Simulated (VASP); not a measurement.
# MnZn (Pm-3m) in VASP: notebook

MnZn is run at these levels: LDA; tasks: single point.

Program: VASP 6.6.1. These are calculated values, not measurements. Logs are shortened: lines on timing, memory, paths and dates and some standing lists are left out, and cuts for length are marked.

### Step 1. The cell of the first run

Symmetry: Pm-3m, No. 221, cubic system. The conventional cell has a = 3.070 Å, b = 3.070 Å, c = 3.070 Å, α = 90.00°, β = 90.00°, γ = 90.00°. Within 3.5 Å of Mn (site symmetry m-3m) lie 8 Zn at 2.66 Å and 6 Mn at 3.07 Å. Within 3.5 Å of Zn (site symmetry m-3m) lie 8 Mn at 2.66 Å and 6 Zn at 3.07 Å.

### Step 2. Single point, LDA, collinear spin, zero start

File INCAR:

```
SYSTEM = MnZn
PREC = Accurate
ENCUT = 520
EDIFF = 1E-7
ISMEAR = 0
SIGMA = 0.1
LREAL = .FALSE.
LASPH = .TRUE.
NELM = 150
ALGO = Normal
ISIF = 2
LWAVE = .FALSE.
LCHARG = .FALSE.
ISPIN = 2
MAGMOM = 0 0
LORBIT = 11
NUPDOWN = 0.0
LMAXMIX = 4
NBANDS = 24
```

File KPOINTS:

```
regular mesh
0
G
  7 7 7
  0 0 0
```

File POSCAR:

```
MnZn
1.0
    3.0700000000      0.0000000000      0.0000000000
    0.0000000000      3.0700000000      0.0000000000
    0.0000000000      0.0000000000      3.0700000000
Mn Zn
1 1
Direct
    0.0000000000      0.0000000000      0.0000000000
    0.5000000000      0.5000000000      0.5000000000
```

Potentials or basis: VASP PAW LDA potentials, release 64 (Mn_pv, Zn).

The run is started by

```sh
$ cat potpaw_LDA.64/Mn_pv/POTCAR potpaw_LDA.64/Zn/POTCAR > POTCAR
$ mpirun -np 1 vasp_std > vasp.out
```

OUTCAR:

```text
SYSTEM = MnZn
   PREC = Accurate
   ENCUT = 520
   EDIFF = 1E-7
   ISMEAR = 0
   LREAL = .FALSE.
   LASPH = .TRUE.
   NELM = 150
   ISIF = 2
   ISPIN = 2
   LORBIT = 11
   NUPDOWN = 0.0

 ion  position               nearest neighbor table
   1  0.000  0.000  0.000-   2 2.66   2 2.66   2 2.66   2 2.66   2 2.66   2 2.66   2 2.66   2 2.66

   2  0.500  0.500  0.500-   1 2.66   1 2.66   1 2.66   1 2.66   1 2.66   1 2.66   1 2.66   1 2.66

  LATTYP: Found a simple cubic cell.
 ALAT       =     3.0700000000

  Lattice vectors:

 A1 = (   3.0700000000,   0.0000000000,   0.0000000000)
 A2 = (   0.0000000000,   3.0700000000,   0.0000000000)
 A3 = (   0.0000000000,   0.0000000000,   3.0700000000)

Analysis of symmetry for initial positions (statically):
=====================================================================
 Subroutine PRICEL returns:
 Original cell was already a primitive cell.

 Routine SETGRP: Setting up the symmetry group for a
 simple cubic supercell.

 Subroutine GETGRP returns: Found 48 space group operations
 (whereof 48 operations were pure point group operations)
 out of a pool of 48 trial point group operations.

The static configuration has the point symmetry O_h .

Analysis of symmetry for dynamics (positions and initial velocities):
=====================================================================
 Subroutine PRICEL returns:
 Original cell was already a primitive cell.

 Routine SETGRP: Setting up the symmetry group for a
 simple cubic supercell.

 Subroutine GETGRP returns: Found 48 space group operations
 (whereof 48 operations were pure point group operations)
 out of a pool of 48 trial point group operations.

The dynamic configuration has the point symmetry O_h .

Analysis of structural, dynamic, and magnetic symmetry:
=====================================================================
 Subroutine PRICEL returns:
 Original cell was already a primitive cell.

 Routine SETGRP: Setting up the symmetry group for a
 simple cubic supercell.

 Subroutine GETGRP returns: Found 48 space group operations
 (whereof 48 operations were pure point group operations)
 out of a pool of 48 trial point group operations.

The overall configuration has the point symmetry O_h .

 Subroutine INISYM returns: Found 48 space group operations
 (whereof 48 operations are pure point group operations),
 and found     1 'primitive' translations

----------------------------------------------------------------------------------------

                                     Primitive cell

  volume of cell :      28.9344

  direct lattice vectors                    reciprocal lattice vectors
     3.070000000  0.000000000  0.000000000     0.325732899  0.000000000  0.000000000
     0.000000000  3.070000000  0.000000000     0.000000000  0.325732899  0.000000000
     0.000000000  0.000000000  3.070000000     0.000000000  0.000000000  0.325732899

  length of vectors
     3.070000000  3.070000000  3.070000000     0.325732899  0.325732899  0.325732899

  position of ions in fractional coordinates (direct lattice)
     0.000000000  0.000000000  0.000000000
     0.500000000  0.500000000  0.500000000

  ion indices of the primitive-cell ions
   primitive index   ion index
                 1           1
                 2           2

----------------------------------------------------------------------------------------

 KPOINTS: regular mesh

Automatic generation of k-mesh.
 Grid dimensions read from file:
 generate k-points for:    7    7    7

 Generating k-lattice:

  Cartesian coordinates                     Fractional coordinates (reciprocal lattice)
     0.046533271  0.000000000  0.000000000     0.142857143  0.000000000  0.000000000
     0.000000000  0.046533271  0.000000000     0.000000000  0.142857143  0.000000000
     0.000000000  0.000000000  0.046533271     0.000000000  0.000000000  0.142857143

  Length of vectors
     0.046533271  0.046533271  0.046533271

  Shift w.r.t. Gamma in fractional coordinates (k-lattice)
     0.000000000  0.000000000  0.000000000

 Subroutine IBZKPT returns following result:
 ===========================================

 Found     20 irreducible k-points:

 Following reciprocal coordinates:
            Coordinates               Weight
  0.000000  0.000000  0.000000      1.000000
  0.142857  0.000000  0.000000      6.000000
  0.285714  0.000000  0.000000      6.000000
  0.428571  0.000000  0.000000      6.000000
  0.142857  0.142857  0.000000     12.000000
  0.285714  0.142857  0.000000     24.000000
[... 12 lines left out ...]
  0.428571  0.428571  0.285714     24.000000
  0.428571  0.428571  0.428571      8.000000
   k-points           NKPTS =     20   k-points in BZ     NKDIM =     20   number of bands    NBANDS=     24
   number of dos      NEDOS =    301   number of ions     NIONS =      2
   total plane-waves  NPLWV =  13824
   dimension x,y,z NGX =    24 NGY =   24 NGZ =   24
   dimension x,y,z NGXF=    48 NGYF=   48 NGZF=   48
   ions per type =               1   1
   NGX,Y,Z   is equivalent  to a cutoff of  13.00, 13.00, 13.00 a.u.
   NGXF,Y,Z  is equivalent  to a cutoff of  25.99, 25.99, 25.99 a.u.
 SYSTEM =  MnZn
   PREC   = accura    normal or accurate (medium, high low for compatibility)
   ISTART =      0    job   : 0-new  1-cont  2-samecut
   ICHARG =      2    charge: 1-file 2-atom 10-const
   ISPIN  =      2    spin polarized calculation?
   LNONCOLLINEAR =      F non collinear calculations
   LSORBIT =      F    spin-orbit coupling
   LASPH  =      T    aspherical Exc in radial PAW
   ENCUT  =  520.0 eV  38.22 Ry    6.18 a.u.   5.71  5.71  5.71*2*pi/ulx,y,z
   NELM   =    150;   NELMIN=  2; NELMDL= -5     # of ELM steps
   EDIFF  = 0.1E-06   stopping-criterion for ELM
   LREAL  =      F    real-space projection
   EDIFFG = 0.1E-05   stopping-criterion for IOM
   NSW    =      0    number of steps for IOM
   IBRION =     -1    ionic relax: 0-MD 1-quasi-New 2-CG
   NFREE  =      0    steps in history (QN), initial steepest desc. (CG)
   ISIF   =      2    stress and relaxation
   ISYM   =      2    0-nonsym 1-usesym 2-fastsym
   POTIM  = 0.5000    time-step for ionic-motion
   TEBEG  =    0.0;   TEEND  =   0.0 temperature during run
   PSTRESS=    0.0 pullay stress
   NELECT =      25.0000    total number of electrons
   NUPDOWN=       0.0000    fix difference up-down
   EMIN   =  10.00;   EMAX   =-10.00  energy-range for DOS
   EFERMI =   0.00;   METHOD = LEGACY
   ISMEAR =     0;   SIGMA  =   0.10  broadening in eV -4-tet -1-fermi 0-gaus
   EFERMI_NEDOS =   21; number of points for ismear=-14 and -15
   IALGO  =     38    algorithm
   IMIX   =      4    mixing-type and parameters
     AMIX     =   0.40;   BMIX     =  1.00
     AMIX_MAG =   1.60;   BMIX_MAG =  1.00
  volume/ion in A,a.u.               =      14.47        97.63
  Fermi-wavevector in a.u.,A,eV,Ry     =   1.559253  2.946560 33.079416  2.431268
  Thomas-Fermi vector in A             =   2.662638
   LORBIT       =     11    0 simple, 1 ext, 2 COOP (PROOUT), +10 PAW based schemes
   GGA     = CA    functional components
   LHFCALC =     F    Hartree Fock is set to
   AEXX    =    0.0000 exact exchange contribution
   IVDW    =     0    specifies the selected vdW correction
   LEPSILON=     F    determine dielectric tensor
   LRPA    =     F    only Hartree local field effects (RPA)
 spin polarized calculation
 Gauss-broadening in eV      SIGMA  =   0.10
  energy-cutoff  :      520.00
  volume of cell :       28.93
 maximum number of plane-waves:       791
 NGX is ok and might be reduce to    24
   NGX = 11   NGY = 11   NGZ = 11

 number of electron      24.9999987 magnetization       0.0000000

 number of electron      24.9999987 magnetization      -0.0000000

 Free energy of the ion-electron system (eV)
  ---------------------------------------------------
  ext. energy  EPLUGINS =         0.00000000
  ---------------------------------------------------
  free energy    TOTEN  =       -10.53064152 eV

  energy without entropy =      -10.50275359  energy(sigma->0) =      -10.51669756

 E-fermi :   4.4895     XC(G=0): -12.3911

 val. band max:        4.4721393985   @ k =   0.4286   0.4286   0.0000
 cond. band min:       4.4971397789   @ k =   0.2857   0.2857   0.1429
 fundamental gap:      0.0250003804
 Fermi energy:         4.4894788066

 spin component 1

 k-point     1 :       0.0000    0.0000    0.0000
  band No.  band energies     occupation
      1     -42.6976      1.00000
      2     -42.6976      1.00000
      3     -42.6976      1.00000
      4      -4.0834      1.00000
      5      -2.6021      1.00000
      6      -2.6021      1.00000
[... 16 lines left out ...]
     23      26.4349      0.00000
     24      28.9590      0.00000
[... 489 lines left out ...]
      1     -42.7326      1.00000
      2     -42.7325      1.00000
      3     -42.7325      1.00000
      4      -2.5121      1.00000
      5      -2.4843      1.00000
      6      -2.4843      1.00000
[... 16 lines left out ...]
     23      33.7558      0.00000
     24      35.1514      0.00000
 Fermi energy:         4.4894792112

 spin component 2

 k-point     1 :       0.0000    0.0000    0.0000
  band No.  band energies     occupation
      1     -42.6976      1.00000
      2     -42.6976      1.00000
      3     -42.6976      1.00000
      4      -4.0834      1.00000
      5      -2.6021      1.00000
      6      -2.6021      1.00000
[... 16 lines left out ...]
     23      26.4349      0.00000
     24      28.9590      0.00000
[... 490 lines left out ...]
      2     -42.7325      1.00000
      3     -42.7325      1.00000
      4      -2.5121      1.00000
      5      -2.4843      1.00000
      6      -2.4843      1.00000
[... 16 lines left out ...]
     23      33.7558      0.00000
     24      35.1515      0.00000

------------------------ aborting loop because EDIFF is reached ----------------------------------------

  FORCE on cell =-STRESS in cart. coord.  units (eV):
  Direction    XX          YY          ZZ          XY          YZ          ZX
  --------------------------------------------------------------------------------------
  -------------------------------------------------------------------------------------
  Total       -5.0885546     -5.0885546     -5.0885546      0.0000000     -0.0000000     -0.0000000
  in kB     -281.7668493   -281.7668493   -281.7668493      0.0000000     -0.0000000     -0.0000000
  external PRESSURE =    -281.7668493 kB  Pullay stress =       0.0000000 kB

 VOLUME and BASIS-vectors are now :
 -----------------------------------------------------------------------------
  energy-cutoff  :      520.00
  volume of cell :       28.93
      direct lattice vectors                 reciprocal lattice vectors
     3.070000000  0.000000000  0.000000000     0.325732899  0.000000000  0.000000000
     0.000000000  3.070000000  0.000000000     0.000000000  0.325732899  0.000000000
     0.000000000  0.000000000  3.070000000     0.000000000  0.000000000  0.325732899

 POSITION                                       TOTAL-FORCE (eV/Angst)
 -----------------------------------------------------------------------------------
      0.00000      0.00000      0.00000         0.000000      0.000000      0.000000
      1.53500      1.53500      1.53500         0.000000      0.000000      0.000000
 -----------------------------------------------------------------------------------
    total drift:                                0.000000      0.000000     -0.000000

  FREE ENERGIE OF THE ION-ELECTRON SYSTEM (eV)
  ---------------------------------------------------
  free  energy   TOTEN  =       -10.5306415229 eV

  energy  without entropy=      -10.5027535922  energy(sigma->0) =      -10.51669756

 total charge

# of ion       s       p       d       tot
------------------------------------------
    1        0.267   6.195   5.090  11.553
    2        0.614   0.511   9.708  10.832
--------------------------------------------------
tot          0.881   6.705  14.798  22.385

 magnetization (x)

# of ion       s       p       d       tot
------------------------------------------
    1        0.000   0.000   0.000   0.000
    2        0.000  -0.000   0.000  -0.000
--------------------------------------------------
tot          0.000  -0.000   0.000   0.000
```

Run time: 21 s. Hardware: 1 thread of Intel Xeon 8259CL, shared host; peak memory 0.14 GiB.

Results:

```
Free energy                                           : -10.5306 eV
Pressure                                              : -28.2 GPa
Net moment                                            : 0.00 μB per cell
Valence electrons inside the program's atomic spheres : Mn 11.55; Zn 10.83
```

Caveat: the cell stands under tension; the total moment is fixed, so each spin has its own Fermi level.

### Step 3. Single point, LDA, collinear spin, ferromagnetic start

File INCAR:

```
  PREC = Accurate
  ENCUT = 520
  EDIFF = 1E-6
  ISMEAR = 0
  SIGMA = 0.1
  LREAL = F
  LASPH = T
  NELM = 150
  ALGO = Normal
  ISIF = 2
  LWAVE = F
  LCHARG = T
  ISPIN = 2
  MAGMOM = 0.93 -0.03
  LORBIT = 11
  NUPDOWN = 0.8
  LMAXMIX = 4
  LELF = T
  LVHAR = T
  NBANDS = 24
```

File KPOINTS:

```
regular mesh
0
Gamma
  7 7 7
```

POSCAR is that of step 2.

Potentials or basis: VASP PAW LDA potentials, release 64 (Mn_pv, Zn).

The run is started by

```sh
$ cat potpaw_LDA.64/Mn_pv/POTCAR potpaw_LDA.64/Zn/POTCAR > POTCAR
$ mpirun -np 1 vasp_std > vasp.out
```

It took 28 s on 1 thread of Intel Xeon 8259CL, shared host; peak memory 0.15 GiB.

It converged, with:

```
Free energy                                           : -10.6139 eV
Pressure                                              : -27.3 GPa
Net moment                                            : 0.80 μB per cell
Site moments                                          : Mn +0.84; Zn -0.03 μB
Valence electrons inside the program's atomic spheres : Mn 11.55; Zn 10.83
```

Caveat: the cell stands under tension; the total moment is fixed, so each spin has its own Fermi level.
